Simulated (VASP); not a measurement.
# C (Fmmm) in VASP: a series of runs, part 2 of 2

VASP 6.6.1. The steps go on from the part before.

## Step 4: Single point, PBEsol+D3(BJ) (atoms shifted along a free coordinate)

Contents of INCAR:

```
SYSTEM = C
PREC     = Accurate       ! precision mode
ENCUT    = 520            ! plane-wave cutoff, eV
EDIFF    = 1E-7           ! SCF threshold, eV
ISMEAR   = 0              ! smearing method
SIGMA    = 0.03           ! smearing width, eV
LREAL    = .False.        ! projectors in reciprocal space
LASPH    = .True.         ! aspherical terms in the spheres
NELM     = 100            ! most SCF steps
ALGO     = Normal         ! electronic algorithm
ISIF     = 2              ! what is computed and relaxed
LWAVE    = .False.        ! write WAVECAR
LCHARG   = .True.         ! write CHGCAR
GGA      = PS             ! functional
IVDW     = 12             ! dispersion correction
LELF     = .True.         ! ELF
LVHAR    = .True.       
NBANDS   = 11             ! bands
```

Contents of KPOINTS:

```
regular mesh
0
Gamma
  16 16 16
  0 0 0
```

Contents of POSCAR:

```
C
1.0
    0.0000000000      2.1088861730      3.2945337322
    1.2183718732      0.0000000000      3.2945337322
    1.2183718732      2.1088861730      0.0000000000
C
2
Direct
    0.1432103113      0.8567896887      0.1432103113
    0.8567896887      0.1432103113      0.8567896887
```

Potentials or basis: VASP PAW PBE potentials, release 64 (C).

On the command line:

```
cat potpaw_PBE.64/C/POTCAR > POTCAR
mpirun -np 1 vasp_std > vasp.out
```

OUTCAR:

```text
SYSTEM = C
   PREC = Accurate
   ENCUT = 520
   EDIFF = 1E-7
   ISMEAR = 0
   LREAL = .False.
   LASPH = .True.
   NELM = 100
   ISIF = 2
   GGA = PS
   IVDW = 12
 IVDW          = 12

 ion  position               nearest neighbor table
   1  0.143  0.857  0.143-   2 1.21   2 1.52   2 1.52
   2  0.857  0.143  0.857-   1 1.21   1 1.52   1 1.52

  LATTYP: Found a face centered orthorhombic cell.
 ALAT       =     2.4367437464
 B/A-ratio  =     1.7309051689
 C/A-ratio  =     2.7040461165
[... 526 lines left out ...]

------------------------ aborting loop because EDIFF is reached ----------------------------------------

 Edisp (eV)   -0.22465

 E8    (eV) :    -0.1092

  FORCE on cell =-STRESS in cart. coord.  units (eV):
  Direction    XX          YY          ZZ          XY          YZ          ZX
  --------------------------------------------------------------------------------------
  -------------------------------------------------------------------------------------
  Total       0.83119     9.83479    -0.08487     0.00000     0.00000     0.00000
  in kB      78.65983   930.71912    -8.03202     0.00000     0.00000     0.00000
  external pressure =      333.78 kB  Pullay stress =        0.00 kB

 VOLUME and BASIS-vectors are now :
 -----------------------------------------------------------------------------
  energy-cutoff  :      520.00
  volume of cell :       16.93
      direct lattice vectors                 reciprocal lattice vectors
     0.000000000  2.108886173  3.294533732    -0.410383735  0.237091981  0.151766544
     1.218371873  0.000000000  3.294533732     0.410383735 -0.237091981  0.151766544
     1.218371873  2.108886173  0.000000000     0.410383735  0.237091981 -0.151766544

 POSITION                                       TOTAL-FORCE (eV/Angst)
 -----------------------------------------------------------------------------------
      1.21837      0.60403      3.29453         0.000000     14.793788      0.000000
      1.21837      3.61374      3.29453         0.000000    -14.793788      0.000000
 -----------------------------------------------------------------------------------
    total drift:                                0.000000      0.000000     -0.000000

  FREE ENERGIE OF THE ION-ELECTRON SYSTEM (eV)
  ---------------------------------------------------
  free  energy   TOTEN  =       -18.1332014356 eV

  energy  without entropy=      -18.1330280755  energy(sigma->0) =      -18.13311476
```

It took 3.6 min on 1 thread of Intel Xeon 8259CL, shared host; peak memory 0.22 GiB.

What came out:

* Free energy: -18.1332 eV
* Pressure: 33.4 GPa
* Largest force: 14.794 eV/Å
* Band gap on the k mesh: zero (bands 4 and 5 overlap by 1.56 eV)
* Dispersion energy per atom: -0.112 eV

Forces in eV/Å, atoms in the order of the input:
```
C     0.000  14.794   0.000
C     0.000 -14.794   0.000
```

Stress tensor (GPa, compression positive):
```
 7.87  0.00  0.00
 0.00 93.07  0.00
 0.00  0.00 -0.80
```

Caveat: the cell differs from its parent crystal (atoms shifted along a free coordinate); the cell stands under pressure; the PAW data sets were made with another functional, which shifts forces and pressure a little.

## Step 5: Single point, PBEsol+D3(BJ) (atoms shifted along a free coordinate)

Contents of INCAR:

```
SYSTEM = C
PREC = Accurate
ENCUT = 520
EDIFF = 1E-6
ISMEAR = 0
SIGMA = 0.03
LREAL = .FALSE.
LASPH = .TRUE.
NELM = 60
ALGO = Normal
ISIF = 2
LWAVE = .FALSE.
LCHARG = .TRUE.
GGA = PS
IVDW = 12
LELF = .TRUE.
LVHAR = .TRUE.
NBANDS = 11
```

Contents of KPOINTS:

```
Automatic mesh
0
G
  16 16 16
  0 0 0
```

Contents of POSCAR:

```
C
1.0
    0.0000000000      2.1088861730      3.2945337322
    1.2183718732      0.0000000000      3.2945337322
    1.2183718732      2.1088861730      0.0000000000
C
2
Direct
    0.1667066167      0.8332933833      0.1667066167
    0.8332933833      0.1667066167      0.8332933833
```

On the command line:

```
cat potpaw_PBE.64/C/POTCAR > POTCAR
mpirun -np 1 vasp_std > vasp.out
```

Run time: 3 min. Hardware: 1 thread of Intel Xeon 8259CL, shared host; peak memory 0.22 GiB.

Results (log left out):

| Quantity | Value |
| --- | --- |
| Free energy | -19.4878 eV |
| Pressure | 9.3 GPa |
| Largest force | 0.027 eV/Å |
| Dispersion energy per atom | -0.112 eV |

Forces on the atoms (eV/Å):
```
C    0.000 -0.027  0.000
C    0.000  0.027  0.000
```

Stress tensor (GPa, compression positive):
```
14.02  0.00  0.00
 0.00 13.62  0.00
 0.00  0.00  0.34
```

Caveat: the cell differs from its parent crystal (atoms shifted along a free coordinate); the cell stands under pressure; the PAW data sets were made with another functional, which shifts forces and pressure a little.

## Step 6: Single point, PBEsol+D3(BJ) (atoms shifted along a free coordinate)

Contents of INCAR:

```
  ALGO = Normal
  EDIFF = 1E-7
  ENCUT = 520
  GGA = PS
  ISIF = 2
  ISMEAR = 0
  IVDW = 12
  LASPH = True
  LCHARG = False
  LREAL = False
  LWAVE = False
  NBANDS = 11
  NELM = 80
  PREC = Accurate
  SIGMA = 0.03
```

Contents of KPOINTS:

```
k-points
0
Gamma
  16 16 16
```

Contents of POSCAR:

```
C
1.0
    0.0000000000      2.1279941339      3.3243844763
    1.2294111613      0.0000000000      3.3243844763
    1.2294111613      2.1279941339      0.0000000000
C
2
Direct
    0.1314621586      0.8685378414      0.1314621586
    0.8685378414      0.1314621586      0.8685378414
```

Potentials or basis: VASP PAW PBE potentials, release 64 (C).

On the command line:

```
cat potpaw_PBE.64/C/POTCAR > POTCAR
mpirun -np 1 vasp_std > vasp.out
```

It took 3.8 min on 1 thread of Intel Xeon 8259CL, shared host; peak memory 0.22 GiB.

It converged, with:

```
Free energy                : -16.2611 eV
Pressure                   : 58.1 GPa
Largest force              : 26.520 eV/Å
Band gap on the k mesh     : zero (bands 4 and 5 overlap by 2.71 eV)
Dispersion energy per atom : -0.112 eV
```

Forces on the atoms (eV/Å):
```
C     0.000  26.520   0.000
C     0.000 -26.520   0.000
```

Stress tensor (GPa, compression positive):
```
  0.96   0.00   0.00
  0.00 174.82   0.00
  0.00   0.00  -1.61
```

Levels at points of the mesh, in eV from the Fermi level:
| k point | band 2 | band 3 | band 4 | band 5 | band 6 | band 7 |
| --- | --- | --- | --- | --- | --- | --- |
| (0.00, 0.00, 0.00) | -7.48 | -7.13 | 1.35 | 2.26 | 3.69 | 9.89 |
| (0.50, 0.00, 0.00) | -12.70 | -6.86 | -4.37 | 3.03 | 4.04 | 11.91 |
| (0.50, 0.50, 0.00) | -9.46 | -7.05 | 1.29 | 2.19 | 9.40 | 9.71 |
| (0.50, 0.00, 0.50) | -13.49 | -5.78 | -1.73 | 0.65 | 7.92 | 9.25 |
| (0.00, 0.50, 0.50) | -13.23 | -5.85 | -2.89 | -1.36 | 7.59 | 13.50 |

Caveat: the cell differs from its parent crystal (atoms shifted along a free coordinate); the cell stands under pressure; the PAW data sets were made with another functional, which shifts forces and pressure a little.

## Step 7: Overview

```csv
cell,gap on the mesh (eV),pressure (GPa),largest force (eV/Å)
"a = 3.912, b = 3.513, c = 2.436 Å, angles 80.0, 62.2, 37.8°, 2 atoms, atomic positions A",none,37.4,8.75
"a = 3.912, b = 3.513, c = 2.436 Å, angles 80.0, 62.2, 37.8°, 2 atoms, atomic positions B",none,24.4,8.42
"a = 3.912, b = 3.513, c = 2.436 Å, angles 80.0, 62.2, 37.8°, 2 atoms, atomic positions C",none,33.4,14.79
"a = 3.912, b = 3.513, c = 2.436 Å, angles 80.0, 62.2, 37.8°, 2 atoms, atomic positions D",-,9.3,0.03
"a = 3.947, b = 3.544, c = 2.458 Å, angles 80.0, 62.2, 37.8°, 2 atoms, atomic positions E",none,58.1,26.52
```

Alike in all rows: task single point; level PBEsol+D3(BJ); potentials or basis VASP PAW PBE potentials, release 64 (C); no spin polarisation; k mesh 16 × 16 × 16; cutoff (eV) 520; smearing gaussian 0.03 eV.

Caveats: the cell stands under pressure; the PAW data sets were made with another functional, which shifts forces and pressure a little.

Absolute energies hang on the potentials; compare differences alone.
